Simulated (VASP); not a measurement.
# Li2MnN2 (P-3m1) in VASP: single point with LDA+U

Aim: the single point of Li2MnN2 with LDA+U.

All numbers are computed with VASP 6.6.1; they aren't measurements. Logs are shortened: lines on timing, memory, paths and dates and some standing lists are left out, and cuts for length are marked.

## 1. The cell of the first run

Symmetry: P-3m1, No. 164, trigonal system. Conventional cell: a = 3.026 Å, b = 3.026 Å, c = 5.423 Å, α = 90.00°, β = 90.00°, γ = 120.00°. Within 2.7 Å of Mn (site symmetry -3m) lie 6 N at 2.05 Å and 6 Li at 2.59 Å. N (site symmetry 3m) has 4 Li at 1.94 to 2.42 Å and 3 Mn at 2.05 Å within 2.6 Å. Within 2.6 Å of Li (site symmetry 3m) lie 4 N at 1.94 to 2.42 Å and 3 Li at 2.36 Å and 3 Mn at 2.59 Å.

## 2. Single point, LDA+U, collinear spin, ferromagnetic start

Contents of INCAR:

```
SYSTEM = Li2MnN2
ALGO     = Normal         ! electronic algorithm
EDIFF    = 1E-6           ! SCF threshold, eV
ENCUT    = 520            ! plane-wave cutoff, eV
GGA      = CA             ! functional
ISIF     = 2              ! what is computed and relaxed
ISMEAR   = -1             ! smearing method
ISPIN    = 2              ! spin polarisation
LASPH    = .True.         ! aspherical terms in the spheres
LCHARG   = .False.        ! write CHGCAR
LDAU     = .True.         ! DFT+U
LDAUJ    = 0 0 0        
LDAUL    = 2 -1 -1        ! shell
LDAUPRINT= 1            
LDAUTYPE = 2            
LDAUU    = 2 0 0          ! U, eV
LMAXMIX  = 4              ! l up to which the mixer works
LORBIT   = 11             ! projections on sites
LREAL    = .False.        ! projectors in reciprocal space
LWAVE    = .False.        ! write WAVECAR
MAGMOM   = 4 0 0 0 0      ! initial moments
NBANDS   = 26             ! bands
NELM     = 150            ! most SCF steps
PREC     = Accurate       ! precision mode
SIGMA    = 0.05           ! smearing width, eV
```

Contents of KPOINTS:

```
k-points
0
Gamma
  10 10 5
  0 0 0
```

Contents of POSCAR:

```
Li2MnN2
1.0
    3.0263108700      0.0000000000      0.0000000000
   -1.5131554350      2.6208620932      0.0000000000
    0.0000000000      0.0000000000      5.4232150000
Mn N Li
1 2 2
Direct
    0.0000000000      0.0000000000      0.0000000000
    0.3333333333      0.6666666667      0.1993190000
    0.6666666667      0.3333333333      0.8006810000
    0.3333333333      0.6666666667      0.6462630000
    0.6666666667      0.3333333333      0.3537370000
```

Potentials or basis: VASP PAW LDA potentials, release 64 (Mn_pv, N, Li_sv).

Launch:

```
$ cat potpaw_LDA.64/Mn_pv/POTCAR potpaw_LDA.64/N/POTCAR potpaw_LDA.64/Li_sv/POTCAR > POTCAR
$ mpirun -np 1 vasp_std > vasp.out
```

OUTCAR:

```text
SYSTEM = Li2MnN2
   EDIFF = 1E-6
   ENCUT = 520
   GGA = CA
   ISIF = 2
   ISMEAR = -1
   ISPIN = 2
   LASPH = .True.
   LORBIT = 11
   LREAL = .False.
   NELM = 150
   PREC = Accurate

 ion  position               nearest neighbor table
   1  0.000  0.000  0.000-   2 2.05   3 2.05   3 2.05   2 2.05   3 2.05   2 2.05   4 2.59   5 2.59
                             5 2.59   4 2.59   4 2.59   5 2.59
   2  0.333  0.667  0.199-   5 1.94   5 1.94   5 1.94   1 2.05   1 2.05   1 2.05
   3  0.667  0.333  0.801-   4 1.94   4 1.94   4 1.94   1 2.05   1 2.05   1 2.05
   4  0.333  0.667  0.646-   3 1.94   3 1.94   3 1.94   5 2.36   5 2.36   5 2.36   1 2.59   1 2.59
                             1 2.59
   5  0.667  0.333  0.354-   2 1.94   2 1.94   2 1.94   4 2.36   4 2.36   4 2.36   1 2.59   1 2.59
                             1 2.59

  LATTYP: Found a hexagonal cell.
 ALAT       =     3.0263108700
 C/A-ratio  =     1.7920217826

  Lattice vectors:

 A1 = (   3.0263108700,   0.0000000000,   0.0000000000)
 A2 = (  -1.5131554350,   2.6208620932,   0.0000000000)
 A3 = (   0.0000000000,   0.0000000000,   5.4232150000)

Analysis of symmetry for initial positions (statically):
=====================================================================
 Subroutine PRICEL returns:
 Original cell was already a primitive cell.

 Routine SETGRP: Setting up the symmetry group for a
 hexagonal supercell.

 Subroutine GETGRP returns: Found 12 space group operations
 (whereof 12 operations were pure point group operations)
 out of a pool of 24 trial point group operations.

The static configuration has the point symmetry D_3d.

Analysis of symmetry for dynamics (positions and initial velocities):
=====================================================================
 Subroutine PRICEL returns:
 Original cell was already a primitive cell.

 Routine SETGRP: Setting up the symmetry group for a
 hexagonal supercell.

 Subroutine GETGRP returns: Found 12 space group operations
 (whereof 12 operations were pure point group operations)
 out of a pool of 24 trial point group operations.

The dynamic configuration has the point symmetry D_3d.

Analysis of structural, dynamic, and magnetic symmetry:
=====================================================================
 Subroutine PRICEL returns:
 Original cell was already a primitive cell.

 Routine SETGRP: Setting up the symmetry group for a
 hexagonal supercell.

 Subroutine GETGRP returns: Found 12 space group operations
 (whereof 12 operations were pure point group operations)
 out of a pool of 24 trial point group operations.

The overall configuration has the point symmetry D_3d.

 Subroutine INISYM returns: Found 12 space group operations
 (whereof 12 operations are pure point group operations),
 and found     1 'primitive' translations

----------------------------------------------------------------------------------------

                                     Primitive cell

  volume of cell :      43.0145

  direct lattice vectors                    reciprocal lattice vectors
     3.026310870  0.000000000  0.000000000     0.330435320  0.190776921  0.000000000
    -1.513155435  2.620862093  0.000000000     0.000000000  0.381553842  0.000000000
     0.000000000  0.000000000  5.423215000     0.000000000  0.000000000  0.184392468

  length of vectors
     3.026310870  3.026310870  5.423215000     0.381553842  0.381553842  0.184392468

  position of ions in fractional coordinates (direct lattice)
     0.000000000  0.000000000  0.000000000
     0.333333333  0.666666667  0.199319000
     0.666666667  0.333333333  0.800681000
     0.333333333  0.666666667  0.646263000
     0.666666667  0.333333333  0.353737000

  ion indices of the primitive-cell ions
   primitive index   ion index
                 1           1
                 2           2
                 3           3
                 4           4
                 5           5

----------------------------------------------------------------------------------------

 KPOINTS: k-points

Automatic generation of k-mesh.
 Grid dimensions read from file:
 generate k-points for:   10   10    5
[... 56 lines left out ...]
   ISTART =      0    job   : 0-new  1-cont  2-samecut
   ICHARG =      2    charge: 1-file 2-atom 10-const
   ISPIN  =      2    spin polarized calculation?
   LNONCOLLINEAR =      F non collinear calculations
   LSORBIT =      F    spin-orbit coupling
   LASPH  =      T    aspherical Exc in radial PAW
   ENCUT  =  520.0 eV  38.22 Ry    6.18 a.u.   5.63  5.63 10.08*2*pi/ulx,y,z
   NELM   =    150;   NELMIN=  2; NELMDL= -5     # of ELM steps
   EDIFF  = 0.1E-05   stopping-criterion for ELM
   LREAL  =      F    real-space projection
   EDIFFG = 0.1E-04   stopping-criterion for IOM
   NSW    =      0    number of steps for IOM
   IBRION =     -1    ionic relax: 0-MD 1-quasi-New 2-CG
   NFREE  =      0    steps in history (QN), initial steepest desc. (CG)
   ISIF   =      2    stress and relaxation
   ISYM   =      2    0-nonsym 1-usesym 2-fastsym
   POTIM  = 0.5000    time-step for ionic-motion
   TEBEG  =    0.0;   TEEND  =   0.0 temperature during run
   PSTRESS=    0.0 pullay stress
   NELECT =      29.0000    total number of electrons
   NUPDOWN=      -1.0000    fix difference up-down
   EMIN   =  10.00;   EMAX   =-10.00  energy-range for DOS
   EFERMI =   0.00;   METHOD = LEGACY
   ISMEAR =    -1;   SIGMA  =   0.05  broadening in eV -4-tet -1-fermi 0-gaus
   EFERMI_NEDOS =   21; number of points for ismear=-14 and -15
   IALGO  =     38    algorithm
   IMIX   =      4    mixing-type and parameters
     AMIX     =   0.40;   BMIX     =  1.00
     AMIX_MAG =   1.60;   BMIX_MAG =  1.00
  volume/ion in A,a.u.               =       8.60        58.06
  Fermi-wavevector in a.u.,A,eV,Ry     =   1.435498  2.712698 28.036915  2.060655
  Thomas-Fermi vector in A             =   2.554790
   LORBIT       =     11    0 simple, 1 ext, 2 COOP (PROOUT), +10 PAW based schemes
 LDA+U is selected, type is set to LDAUTYPE =  2
   angular momentum for each species LDAUL =     2   -1   -1
   U (eV)           for each species LDAUU =   2.0  0.0  0.0
   J (eV)           for each species LDAUJ =   0.0  0.0  0.0
   GGA     = CA    functional components
   LHFCALC =     F    Hartree Fock is set to
   AEXX    =    0.0000 exact exchange contribution
   IVDW    =     0    specifies the selected vdW correction
   LEPSILON=     F    determine dielectric tensor
   LRPA    =     F    only Hartree local field effects (RPA)
 spin polarized calculation
  energy-cutoff  :      520.00
  volume of cell :       43.01
 maximum number of plane-waves:      1178
 NGX is ok and might be reduce to    24
   NGX = 11   NGY = 11   NGZ = 21

atom =   1  type =  1  l = 2

 onsite density matrix

spin component  1

  0.8095  0.0000  0.0000  0.1788  0.0000
  0.0000  0.6862  0.0000 -0.0000  0.1788
  0.0000  0.0000  0.9357 -0.0000  0.0000
  0.1788 -0.0000 -0.0000  0.6862  0.0000
  0.0000  0.1788  0.0000  0.0000  0.8095

spin component  2

  0.1927 -0.0000 -0.0000 -0.1036 -0.0000
 -0.0000  0.2690 -0.0000  0.0000 -0.1036
 -0.0000 -0.0000  0.1004  0.0000  0.0000
 -0.1036  0.0000  0.0000  0.2690 -0.0000
 -0.0000 -0.1036  0.0000 -0.0000  0.1927

 occupancies and eigenvectors

  o =  0.1004  v =  0.0000  0.0000  0.0000  0.0000  0.0000 -0.0000  0.0000 -1.0000 -0.0000  0.0000      0.0000  0.0000  0.0000  0.0000  0.0000  0.0000  0.0000  0.0000  0.0000  0.0000
  o =  0.1204  v =  0.0000  0.0000  0.0000  0.0000  0.0000  0.8202  0.0000  0.0000  0.5721  0.0000      0.0000  0.0000  0.0000  0.0000  0.0000  0.0000  0.0000  0.0000  0.0000  0.0000
  o =  0.1204  v =  0.0000  0.0000  0.0000  0.0000  0.0000 -0.0000  0.5721  0.0000 -0.0000  0.8202      0.0000  0.0000  0.0000  0.0000  0.0000  0.0000  0.0000  0.0000  0.0000  0.0000
  o =  0.3412  v =  0.0000  0.0000  0.0000  0.0000  0.0000 -0.5721 -0.0000  0.0000  0.8202  0.0000      0.0000  0.0000  0.0000  0.0000  0.0000  0.0000  0.0000  0.0000  0.0000  0.0000
  o =  0.3412  v =  0.0000  0.0000  0.0000  0.0000  0.0000 -0.0000  0.8202 -0.0000  0.0000 -0.5721      0.0000  0.0000  0.0000  0.0000  0.0000  0.0000  0.0000  0.0000  0.0000  0.0000
  o =  0.5587  v =  0.5806  0.0000  0.0000 -0.8142 -0.0000  0.0000  0.0000  0.0000  0.0000  0.0000      0.0000  0.0000  0.0000  0.0000  0.0000  0.0000  0.0000  0.0000  0.0000  0.0000
  o =  0.5587  v = -0.0000  0.8142  0.0000  0.0000 -0.5806  0.0000  0.0000  0.0000  0.0000  0.0000      0.0000  0.0000  0.0000  0.0000  0.0000  0.0000  0.0000  0.0000  0.0000  0.0000
  o =  0.9357  v = -0.0000 -0.0000  1.0000 -0.0000 -0.0000  0.0000  0.0000  0.0000  0.0000  0.0000      0.0000  0.0000  0.0000  0.0000  0.0000  0.0000  0.0000  0.0000  0.0000  0.0000
  o =  0.9370  v =  0.8142 -0.0000 -0.0000  0.5806 -0.0000  0.0000  0.0000  0.0000  0.0000  0.0000      0.0000  0.0000  0.0000  0.0000  0.0000  0.0000  0.0000  0.0000  0.0000  0.0000
  o =  0.9370  v =  0.0000  0.5806  0.0000  0.0000  0.8142  0.0000  0.0000  0.0000  0.0000  0.0000      0.0000  0.0000  0.0000  0.0000  0.0000  0.0000  0.0000  0.0000  0.0000  0.0000

 number of electron      29.0000004 magnetization       2.9997662

 Free energy of the ion-electron system (eV)
  ---------------------------------------------------
  ext. energy  EPLUGINS =         0.00000000
  ---------------------------------------------------
  free energy    TOTEN  =       -33.47119967 eV

  energy without entropy =      -33.47119232  energy(sigma->0) =      -33.47119600

 E-fermi :   5.8054     XC(G=0): -11.6649

 val. band max:        5.3245347654   @ k =   0.1000   0.1000   0.0000
 cond. band min:       6.2146189190   @ k =   0.5000   0.0000   0.4000
 fundamental gap:      0.8900841536
 Fermi energy:         5.8054405312

 spin component 1

 k-point     1 :       0.0000    0.0000    0.0000
  band No.  band energies     occupation
      1     -44.2672      1.00000
      2     -44.2048      1.00000
      3     -44.2048      1.00000
      4     -38.2324      1.00000
      5     -38.0806      1.00000
      6      -9.5314      1.00000
[... 1385 lines left out ...]
     25      20.0920      0.00000
     26      21.1457      0.00000

 [... further k-points ...]

------------------------ aborting loop because EDIFF is reached ----------------------------------------

  FORCE on cell =-STRESS in cart. coord.  units (eV):
  Direction    XX          YY          ZZ          XY          YZ          ZX
  --------------------------------------------------------------------------------------
  -------------------------------------------------------------------------------------
  Total       -3.1248818     -3.1248818     -2.6419873      0.0000000     -0.0000000     -0.0000000
  in kB     -116.3937471   -116.3937471    -98.4071789      0.0000000     -0.0000000     -0.0000000
  external PRESSURE =    -110.3982244 kB  Pullay stress =       0.0000000 kB

 VOLUME and BASIS-vectors are now :
 -----------------------------------------------------------------------------
  energy-cutoff  :      520.00
  volume of cell :       43.01
      direct lattice vectors                 reciprocal lattice vectors
     3.026310870  0.000000000  0.000000000     0.330435320  0.190776921  0.000000000
    -1.513155435  2.620862093  0.000000000     0.000000000  0.381553842  0.000000000
     0.000000000  0.000000000  5.423215000     0.000000000  0.000000000  0.184392468

 POSITION                                       TOTAL-FORCE (eV/Angst)
 -----------------------------------------------------------------------------------
      0.00000      0.00000      0.00000         0.000000      0.000000      0.000000
     -0.00000      1.74724      1.08095        -0.000000     -0.000000     -0.306317
      1.51316      0.87362      4.34227         0.000000      0.000000      0.306317
     -0.00000      1.74724      3.50482         0.000000     -0.000000      0.148097
      1.51316      0.87362      1.91839        -0.000000      0.000000     -0.148097
 -----------------------------------------------------------------------------------
    total drift:                               -0.000000     -0.000000      0.000000

  FREE ENERGIE OF THE ION-ELECTRON SYSTEM (eV)
  ---------------------------------------------------
  free  energy   TOTEN  =       -33.4711996689 eV

  energy  without entropy=      -33.4711923238  energy(sigma->0) =      -33.47119600

 total charge

# of ion       s       p       d       tot
------------------------------------------
    1        0.336   6.415   4.920  11.671
    2        1.228   2.413   0.000   3.641
    3        1.228   2.413   0.000   3.641
    4        2.040   0.126   0.000   2.166
    5        2.040   0.126   0.000   2.166
--------------------------------------------------
tot          6.871  11.494   4.920  23.285

 magnetization (x)

# of ion       s       p       d       tot
------------------------------------------
    1        0.029   0.038   2.901   2.969
    2       -0.001  -0.016   0.000  -0.018
    3       -0.001  -0.016   0.000  -0.018
    4       -0.000  -0.005   0.000  -0.005
    5       -0.000  -0.005   0.000  -0.005
--------------------------------------------------
tot          0.026  -0.004   2.901   2.924
```

Wall time 3.4 min (1 thread of AMD EPYC 7R43 (Zen 3), shared host); peak memory 0.18 GiB.

Results:

- Free energy: -33.4712 eV
- Largest force: 0.306 eV/Å
- Band gap on the k mesh: 0.89 eV (least direct gap 1.12 eV)
- Net moment: 3.00 μB per cell
- Site moments: Mn +2.97; N -0.02; Li -0.01 μB
- Valence electrons inside the program's atomic spheres: Mn 11.67; N 3.64; Li 2.17

Forces on the atoms (eV/Å):
```
Mn   0.000  0.000  0.000
N    0.000  0.000 -0.306
N    0.000  0.000  0.306
Li   0.000  0.000  0.148
Li   0.000  0.000 -0.148
```

Levels at points of the mesh, in eV from the valence-band top:
Spin up:
| k point | band 13 | band 14 | band 15 | band 16 | band 17 | band 18 | band 19 | band 20 |
| --- | --- | --- | --- | --- | --- | --- | --- | --- |
| (0.00, 0.00, 0.00) | -1.71 | -0.21 | -0.02 | -0.02 | 2.50 | 2.50 | 4.30 | 8.40 |
| (0.50, 0.00, 0.00) | -2.24 | -1.92 | -1.77 | -1.39 | 1.81 | 2.39 | 5.94 | 8.36 |
Spin down:
```tsv
k point	band 9	band 10	band 11	band 12	band 13	band 14	band 15	band 16	band 17	band 18
(0.00, 0.00, 0.00)	-3.12	-3.12	-0.21	0.00	0.00	1.12	1.12	1.66	4.00	4.00
(0.50, 0.00, 0.00)	-4.18	-3.08	-2.91	-1.83	-1.69	1.03	2.03	2.39	3.69	3.98
```

Eigenvalues of the final occupation matrices:
| site | spin | trace | eigenvalues |
| --- | --- | --- | --- |
| site 1 d | 1 | 3.93 | 0.56 0.56 0.94 0.94 0.94 |
| site 1 d | 2 | 1.02 | 0.10 0.12 0.12 0.34 0.34 |

Caveat: the cutoff is under 1.25 times the usual one of these potentials, so pressure, stress and relaxed cells hold a basis-set (Pulay) error; an odd mesh through Γ misses points on the zone boundary, where band edges can lie; a cell with one magnetic atom can't hold antiferromagnetic order, which such compounds often take.
